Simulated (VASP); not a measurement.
# HoMoN2 (P4/mmm) in VASP: further runs

Runs on HoMoN2. Level: PBE. Tasks: single point.

All numbers are computed with VASP 6.6.1; they aren't measurements. Logs are shortened: lines on timing, memory, paths and dates and some standing lists are left out, and cuts for length are marked.

**1. The cell of the first run**

Symmetry: P4/mmm, No. 123, tetragonal system. Conventional cell: a = 4.010 Å, b = 4.010 Å, c = 3.275 Å, α = 90.00°, β = 90.00°, γ = 90.00°. Within 3.4 Å of Ho (site symmetry 4/mmm) lie 8 N at 2.59 Å and 8 Mo at 3.27 Å and 2 Ho at 3.28 Å. Within 2.7 Å of Mo (site symmetry 4/mmm) lie 4 N at 2.00 Å. N (site symmetry mmm) has 2 Mo at 2.00 Å and 4 Ho at 2.59 Å within 2.7 Å.

**2. Single point, PBE (13.17 Å³/atom)**

INCAR

```
ALGO     = Normal         # electronic algorithm
EDIFF    = 1E-6           # SCF threshold, eV
ENCUT    = 600            # plane-wave cutoff, eV
GGA      = PE             # functional
GGA_COMPAT= False        
ISIF     = 2              # what is computed and relaxed
ISMEAR   = 0              # smearing method
LASPH    = True           # aspherical terms in the spheres
LCHARG   = False          # write CHGCAR
LMAXMIX  = 6              # l up to which the mixer works
LREAL    = False          # projectors in reciprocal space
LWAVE    = False          # write WAVECAR
NBANDS   = 24             # bands
NELM     = 200            # most SCF steps
PREC     = Accurate       # precision mode
SIGMA    = 0.1            # smearing width, eV
```

KPOINTS

```
k-points
0
Gamma
  10 10 12
```

POSCAR

```
HoMoN2
1.0
    4.0098706567      0.0000000000      0.0000000000
    0.0000000000      4.0098706567      0.0000000000
    0.0000000000      0.0000000000      3.2753750609
Ho Mo N
1 1 2
Direct
    0.5000000000      0.5000000000      0.0000000000
    0.0000000000      0.0000000000      0.5000000000
    0.5000000000      0.0000000000      0.5000000000
    0.0000000000      0.5000000000      0.5000000000
```

Potentials or basis: VASP PAW PBE potentials, release 64 (Ho_3, Mo_sv, N), 4f in core.

On the command line:

```
$ cat potpaw_PBE.64/Ho_3/POTCAR potpaw_PBE.64/Mo_sv/POTCAR potpaw_PBE.64/N/POTCAR > POTCAR
$ mpirun -np 1 vasp_std > vasp.out
```

OUTCAR:

```text
EDIFF = 1E-6
   ENCUT = 600
   GGA = PE
   ISIF = 2
   ISMEAR = 0
   LASPH = True
   LREAL = False
   NELM = 200
   PREC = Accurate

 ion  position               nearest neighbor table
   1  0.500  0.500  0.000-   3 2.59   4 2.59   3 2.59   4 2.59   3 2.59   3 2.59   4 2.59   4 2.59
                             2 3.27   2 3.27   2 3.27   2 3.27   2 3.27   2 3.27   2 3.27   2 3.27
   2  0.000  0.000  0.500-   3 2.00   4 2.00   4 2.00   3 2.00   1 3.27   1 3.27   1 3.27   1 3.27
                             1 3.27   1 3.27   1 3.27   1 3.27
   3  0.500  0.000  0.500-   2 2.00   2 2.00   1 2.59   1 2.59   1 2.59   1 2.59
   4  0.000  0.500  0.500-   2 2.00   2 2.00   1 2.59   1 2.59   1 2.59   1 2.59

  LATTYP: Found a simple tetragonal cell.
 ALAT       =     4.0098706567
 C/A-ratio  =     0.8168281078

  Lattice vectors:

 A1 = (   4.0098706567,   0.0000000000,   0.0000000000)
 A2 = (   0.0000000000,   4.0098706567,   0.0000000000)
 A3 = (   0.0000000000,   0.0000000000,   3.2753750609)

Analysis of symmetry for initial positions (statically):
=====================================================================
 Subroutine PRICEL returns:
 Original cell was already a primitive cell.

 Routine SETGRP: Setting up the symmetry group for a
 simple tetragonal supercell.

 Subroutine GETGRP returns: Found 16 space group operations
 (whereof 16 operations were pure point group operations)
 out of a pool of 16 trial point group operations.

The static configuration has the point symmetry D_4h.

Analysis of symmetry for dynamics (positions and initial velocities):
=====================================================================
 Subroutine PRICEL returns:
 Original cell was already a primitive cell.

 Routine SETGRP: Setting up the symmetry group for a
 simple tetragonal supercell.

 Subroutine GETGRP returns: Found 16 space group operations
 (whereof 16 operations were pure point group operations)
 out of a pool of 16 trial point group operations.

The dynamic configuration has the point symmetry D_4h.

 Subroutine INISYM returns: Found 16 space group operations
 (whereof 16 operations are pure point group operations),
 and found     1 'primitive' translations

----------------------------------------------------------------------------------------

                                     Primitive cell

  volume of cell :      52.6650

[... 91 lines left out ...]
   NELM   =    200;   NELMIN=  2; NELMDL= -5     # of ELM steps
   EDIFF  = 0.1E-05   stopping-criterion for ELM
   LREAL  =      F    real-space projection
   EDIFFG = 0.1E-04   stopping-criterion for IOM
   NSW    =      0    number of steps for IOM
   IBRION =     -1    ionic relax: 0-MD 1-quasi-New 2-CG
   NFREE  =      0    steps in history (QN), initial steepest desc. (CG)
   ISIF   =      2    stress and relaxation
   ISYM   =      2    0-nonsym 1-usesym 2-fastsym
   POTIM  = 0.5000    time-step for ionic-motion
   TEBEG  =    0.0;   TEEND  =   0.0 temperature during run
   PSTRESS=    0.0 pullay stress
   NELECT =      33.0000    total number of electrons
   NUPDOWN=      -1.0000    fix difference up-down
   EMIN   =  10.00;   EMAX   =-10.00  energy-range for DOS
   EFERMI =   0.00;   METHOD = LEGACY
   ISMEAR =     0;   SIGMA  =   0.10  broadening in eV -4-tet -1-fermi 0-gaus
   EFERMI_NEDOS =   21; number of points for ismear=-14 and -15
   IALGO  =     38    algorithm
   IMIX   =      4    mixing-type and parameters
     AMIX     =   0.40;   BMIX     =  1.00
     AMIX_MAG =   1.60;   BMIX_MAG =  1.00
  volume/ion in A,a.u.               =      13.17        88.85
  Fermi-wavevector in a.u.,A,eV,Ry     =   1.400895  2.647308 26.701522  1.962507
  Thomas-Fermi vector in A             =   2.523810
   LORBIT       =      0    0 simple, 1 ext, 2 COOP (PROOUT), +10 PAW based schemes
   GGA     = PE    functional components
   LHFCALC =     F    Hartree Fock is set to
   AEXX    =    0.0000 exact exchange contribution
   IVDW    =     0    specifies the selected vdW correction
   LEPSILON=     F    determine dielectric tensor
   LRPA    =     F    only Hartree local field effects (RPA)
 non-spin polarized calculation
 Gauss-broadening in eV      SIGMA  =   0.10
  energy-cutoff  :      600.00
  volume of cell :       52.66
 maximum number of plane-waves:      1792
   NGX = 17   NGY = 17   NGZ = 13

 number of electron      33.0000008 magnetization

 Free energy of the ion-electron system (eV)
  ---------------------------------------------------
  ext. energy  EPLUGINS =         0.00000000
  ---------------------------------------------------
  free energy    TOTEN  =       -36.33175414 eV

  energy without entropy =      -36.32544144  energy(sigma->0) =      -36.32859779

 E-fermi :   7.5502     XC(G=0): -12.0888

 val. band max:        7.5486362631   @ k =   0.2000   0.1000   0.0833
 cond. band min:       7.5603821994   @ k =   0.2000   0.2000   0.3333
 fundamental gap:      0.0117459363
 Fermi energy:         7.5502334611

 k-point     1 :       0.0000    0.0000    0.0000
  band No.  band energies     occupation
      1     -54.0217      2.00000
      2     -28.2970      2.00000
      3     -28.2970      2.00000
      4     -27.8198      2.00000
      5     -16.4479      2.00000
      6     -16.4479      2.00000
[... 637 lines left out ...]
     23      12.3997      0.00000
     24      12.4918      0.00000

 [... further k-points ...]

------------------------ aborting loop because EDIFF is reached ----------------------------------------

  FORCE on cell =-STRESS in cart. coord.  units (eV):
  Direction    XX          YY          ZZ          XY          YZ          ZX
  --------------------------------------------------------------------------------------
  -------------------------------------------------------------------------------------
  Total       -1.5512638     -1.5512638     -1.6082203      0.0000000      0.0000000      0.0000000
  in kB      -47.1926609    -47.1926609    -48.9253964      0.0000000      0.0000000      0.0000000
  external PRESSURE =     -47.7702394 kB  Pullay stress =       0.0000000 kB

 VOLUME and BASIS-vectors are now :
 -----------------------------------------------------------------------------
  energy-cutoff  :      600.00
  volume of cell :       52.66
      direct lattice vectors                 reciprocal lattice vectors
     4.009870657  0.000000000  0.000000000     0.249384603  0.000000000  0.000000000
     0.000000000  4.009870657  0.000000000     0.000000000  0.249384603  0.000000000
     0.000000000  0.000000000  3.275375061     0.000000000  0.000000000  0.305308547

 POSITION                                       TOTAL-FORCE (eV/Angst)
 -----------------------------------------------------------------------------------
      2.00494      2.00494      0.00000         0.000000      0.000000      0.000000
      0.00000      0.00000      1.63769         0.000000      0.000000      0.000000
      2.00494      0.00000      1.63769         0.000000      0.000000      0.000000
      0.00000      2.00494      1.63769         0.000000      0.000000      0.000000
 -----------------------------------------------------------------------------------
    total drift:                                0.000000     -0.000000     -0.000000

  FREE ENERGIE OF THE ION-ELECTRON SYSTEM (eV)
  ---------------------------------------------------
  free  energy   TOTEN  =       -36.3317541358 eV

  energy  without entropy=      -36.3254414447  energy(sigma->0) =      -36.32859779
```

OSZICAR:

```text
N       E                     dE             d eps       ncg     rms          rms(c)
DAV:   1     0.318887059380E+03    0.31889E+03   -0.18163E+04  8184   0.156E+03
DAV:   2    -0.212110215503E+02   -0.34010E+03   -0.32127E+03 10592   0.491E+02
DAV:   3    -0.422105934513E+02   -0.21000E+02   -0.20477E+02 11080   0.116E+02
DAV:   4    -0.426193015334E+02   -0.40871E+00   -0.40117E+00  9528   0.129E+01
DAV:   5    -0.426275731452E+02   -0.82716E-02   -0.82486E-02  9736   0.189E+00    0.415E+01
DAV:   6    -0.372301211046E+02    0.53975E+01   -0.35414E+01  9608   0.382E+01    0.165E+01
DAV:   7    -0.364872975413E+02    0.74282E+00   -0.71616E+00  9648   0.209E+01    0.153E+01
DAV:   8    -0.363347173826E+02    0.15258E+00   -0.81941E-01  9184   0.718E+00    0.336E+00
DAV:   9    -0.363338471972E+02    0.87019E-03   -0.37569E-02 11064   0.155E+00    0.108E+00
DAV:  10    -0.363326710543E+02    0.11761E-02   -0.16053E-02  9192   0.994E-01    0.385E-01
DAV:  11    -0.363317497220E+02    0.92133E-03   -0.26005E-03  9344   0.436E-01    0.537E-02
DAV:  12    -0.363317555440E+02   -0.58220E-05   -0.10671E-04 10328   0.763E-02    0.125E-02
DAV:  13    -0.363317543508E+02    0.11932E-05   -0.35933E-06  8816   0.165E-02    0.435E-03
DAV:  14    -0.363317541358E+02    0.21498E-06   -0.51934E-07  5800   0.743E-03
   1 F= -.36331754E+02 E0= -.36328598E+02  d E =-.631269E-02
```

Wall time 4.3 min (1 thread of AMD EPYC 7R43 (Zen 3), shared host); peak memory 0.32 GiB.

What came out:

| Quantity | Value |
| --- | --- |
| Free energy | -36.3318 eV |
| Pressure | -4.8 GPa |
| Band gap on the k mesh | zero (an odd number of electrons rules out a gap without spin polarisation) |

Stress tensor (GPa, compression positive):
```
-4.72  0.00  0.00
 0.00 -4.72  0.00
 0.00  0.00 -4.89
```

Levels at points of the mesh, in eV from the Fermi level:
| k point | band 13 | band 14 | band 15 | band 16 | band 17 | band 18 | band 19 | band 20 |
| --- | --- | --- | --- | --- | --- | --- | --- | --- |
| (0.00, 0.00, 0.00) | -2.30 | -1.89 | -1.64 | -1.42 | -1.42 | -0.33 | -0.33 | 0.44 |
| (0.50, 0.00, 0.00) | -3.55 | -2.93 | -2.93 | -2.73 | -0.04 | 1.22 | 2.23 | 2.89 |
| (0.50, 0.50, 0.00) | -4.23 | -4.23 | -3.03 | -1.74 | 1.16 | 2.71 | 2.71 | 4.48 |
| (0.00, 0.00, 0.50) | -4.45 | -1.58 | -1.58 | -1.41 | -1.41 | -1.08 | 2.10 | 3.44 |
| (0.50, 0.00, 0.50) | -3.78 | -2.80 | -2.31 | -2.15 | 1.57 | 1.95 | 2.00 | 3.78 |
| (0.50, 0.50, 0.50) | -5.17 | -5.17 | -0.91 | -0.39 | 2.23 | 2.23 | 3.05 | 3.24 |

Caveat: the cell stands under tension; spin-orbit coupling is left out, which moves the levels of the heavy elements; the 4f electrons are frozen in the core, so they carry no moment and show no levels; an odd number of electrons without spin polarisation forces a metal; a magnetic or distorted state may lie lower; the run has no spin polarisation, though such a crystal can be magnetic. With open d or f shells a metallic result of PBE can be an artefact of self-interaction; +U or a hybrid may open a gap.

**3. Single point, PBE (13.55 Å³/atom)**

This run uses another cell than the first one, of 13.55 Å³/atom.

INCAR

```
PREC     = Accurate       # precision mode
ENCUT    = 600            # plane-wave cutoff, eV
EDIFF    = 1E-6           # SCF threshold, eV
ISMEAR   = 0              # smearing method
SIGMA    = 0.1            # smearing width, eV
LREAL    = F              # projectors in reciprocal space
LASPH    = T              # aspherical terms in the spheres
NELM     = 200            # most SCF steps
ALGO     = Normal         # electronic algorithm
ISIF     = 2              # what is computed and relaxed
LWAVE    = F              # write WAVECAR
LCHARG   = F              # write CHGCAR
GGA      = PE             # functional
NBANDS   = 24             # bands
GGA_COMPAT= F            
LMAXMIX  = 6              # l up to which the mixer works
```

KPOINTS

```
regular mesh
0
Gamma
  10 10 12
```

POSCAR

```
HoMoN2
1.0
    4.0298709550      0.0000000000      0.0000000000
    0.0000000000      4.0298709550      0.0000000000
    0.0000000000      0.0000000000      3.3373989743
Ho Mo N
1 1 2
Direct
    0.5000000000      0.5000000000      0.0000000000
    0.0000000000      0.0000000000      0.5000000000
    0.5000000000      0.0000000000      0.5000000000
    0.0000000000      0.5000000000      0.5000000000
```

Potentials or basis: VASP PAW PBE potentials, release 64 (Ho_3, Mo_sv, N), 4f in core.

On the command line:

```
$ cat potpaw_PBE.64/Ho_3/POTCAR potpaw_PBE.64/Mo_sv/POTCAR potpaw_PBE.64/N/POTCAR > POTCAR
$ mpirun -np 1 vasp_std > vasp.out
```

Run time: 4 min. Hardware: 1 thread of AMD EPYC 7R43 (Zen 3), shared host; peak memory 0.33 GiB.

The run converged. Its results:

- Free energy: -36.2666 eV
- Pressure: -9.1 GPa
- Band gap on the k mesh: zero (an odd number of electrons rules out a gap without spin polarisation)

Stress tensor (GPa, compression positive):
```
-9.01  0.00  0.00
 0.00 -9.01  0.00
 0.00  0.00 -9.16
```

Levels at points of the mesh, in eV from the Fermi level:
```tsv
k point	band 12	band 13	band 14	band 15	band 16	band 17	band 18	band 19	band 20	band 21
(0.00, 0.00, 0.00)	-3.42	-2.34	-1.78	-1.64	-1.38	-1.38	-0.37	-0.37	0.54	2.27
(0.50, 0.00, 0.00)	-4.45	-3.55	-2.93	-2.86	-2.62	-0.08	1.25	2.21	2.81	3.25
(0.50, 0.50, 0.00)	-6.34	-4.21	-4.21	-2.92	-1.61	1.23	2.63	2.63	4.44	5.60
(0.00, 0.00, 0.50)	-4.78	-4.29	-1.49	-1.49	-1.38	-1.38	-1.04	1.92	3.35	3.58
(0.50, 0.00, 0.50)	-5.62	-3.71	-2.77	-2.20	-2.14	1.59	1.80	1.99	3.69	4.75
(0.50, 0.50, 0.50)	-5.86	-5.06	-5.06	-0.84	-0.40	2.23	2.23	2.81	3.16	3.70
```

Caveat: the cell stands under tension; spin-orbit coupling is left out, which moves the levels of the heavy elements; the 4f electrons are frozen in the core, so they carry no moment and show no levels; an odd number of electrons without spin polarisation forces a metal; a magnetic or distorted state may lie lower; the run has no spin polarisation, though such a crystal can be magnetic. With open d or f shells a metallic result of PBE can be an artefact of self-interaction; +U or a hybrid may open a gap.

The gap in the log of VASP goes by the Fermi energy; the results here count the filled bands.